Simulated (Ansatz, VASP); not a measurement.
**Two plane-wave programs on Mg2C**

Contents of INCAR:

```
SYSTEM = Mg2C
  PREC = Accurate
  ENCUT = 600
  EDIFF = 1E-6
  ISMEAR = 1
  SIGMA = 0.5
  LREAL = .False.
  LASPH = .True.
  NELM = 120
  ALGO = Normal
  ISIF = 2
  LWAVE = .False.
  LCHARG = .False.
  GGA = PE
  NBANDS = 11
  GGA_COMPAT = .False.
```

KPOINTS

```
Automatic mesh
0
Gamma
  6 6 6
  0 0 0
```

The input POSCAR:

```
Mg2C
1.0
    0.0000000000      2.7109426181      2.7109426181
    2.7109426181      0.0000000000      2.7109426181
    2.7109426181      2.7109426181      0.0000000000
C Mg
1 2
Direct
    0.0000000000      0.0000000000      0.0000000000
    0.2500000000      0.2500000000      0.2500000000
    0.7500000000      0.7500000000      0.7500000000
```

Input for Ansatz:

```yaml
crystal:
  lattice:
    - [0.0, 2.7109426181, 2.7109426181]
    - [2.7109426181, 0.0, 2.7109426181]
    - [2.7109426181, 2.7109426181, 0.0]
  atoms:
    - { symbol: C, position: [0.0, 0.0, 0.0] }
    - { symbol: Mg, position: [0.25, 0.25, 0.25] }
    - { symbol: Mg, position: [0.75, 0.75, 0.75] }
kpoints:
  mp_grid: { grid: [6, 6, 6] }
hamiltonian:
  xc: pbe
scf:
  occupations: { method: methfessel_paxton, width: 0.5 }
  n_extra_bands: 4
output:
  forces: true
  stress: true
  eigenvalues: true
```

Alike in both runs: task single point; functional PBE; k mesh 6 × 6 × 6; occupations methfessel-paxton of order 1, width 0.5 eV; no spin polarisation.

|  | VASP | Ansatz |
| --- | --- | --- |
| version | VASP 6.6.1 | Ansatz 0.2.0 |
| potentials or method | VASP PAW PBE potentials, release 64 (C, Mg) | plane waves |
| plane-wave cutoff (eV) | 600 | 420 |
| valence electrons in the cell | 8 | 24 |

|  | VASP | Ansatz | Ansatz less VASP |
| --- | --- | --- | --- |
| pressure (GPa) | 1.7 | 1.9 | +0.22 |

VASP's potentials hold 8 valence electrons a cell and Ansatz's 24, so a difference there can come from the potentials and not from the codes.
